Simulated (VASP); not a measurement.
Set up this calculation in VASP 6.6.1, as the native input.

```yaml
Task: single point
Functional: PBEsol
Potentials_or_basis: VASP PAW PBE potentials, release 64 (Al, N)
Cutoff: 520 eV
k_mesh: 10 × 10 × 10
Occupations: gaussian, width 0.02 eV
Spin: no spin polarisation
Dipole_correction: no
Further_INCAR_settings: ALGO = Normal; EDIFF = 1e-06; NBANDS = 11
```

The structure of AlN lies in POSCAR:

```
AlN
1.0
    0.0000000000      2.0345180000      2.0345180000
    2.0345180000      0.0000000000      2.0345180000
    2.0345180000      2.0345180000      0.0000000000
Al N
1 1
Direct
    0.5221182609      0.4778817391      0.5221182609
    0.0000000000      0.0000000000      0.0000000000
```

This cell differs from its parent crystal: one atom moved.

One way to write it, as run:

INCAR

```
SYSTEM = AlN
PREC = Accurate
ENCUT = 520
EDIFF = 1E-6
ISMEAR = 0
SIGMA = 0.02
LREAL = .False.
LASPH = .True.
NELM = 80
ALGO = Normal
ISIF = 2
LWAVE = .False.
LCHARG = .False.
GGA = PS
NBANDS = 11
```

KPOINTS

```
regular mesh
0
Gamma
  10 10 10
  0 0 0
```

Potentials or basis: VASP PAW PBE potentials, release 64 (Al, N).

Run with:

```console
$ cat potpaw_PBE.64/Al/POTCAR potpaw_PBE.64/N/POTCAR > POTCAR
$ mpirun -np 1 vasp_std > vasp.out
```

Results of the run:

```yaml
Pressure: -3.3 GPa
Largest_force: 0.642 eV/Å
Band_gap_on_the_k_mesh: 4.35 eV, indirect (least direct gap 5.38 eV)
```

Caveat: the cell differs from its parent crystal (one atom moved); the PAW data sets were made with another functional, which shifts forces and pressure a little.

Run time: 20 s on 1 thread of Intel Xeon 8259CL, on a shared host, peak memory 0.14 GiB.
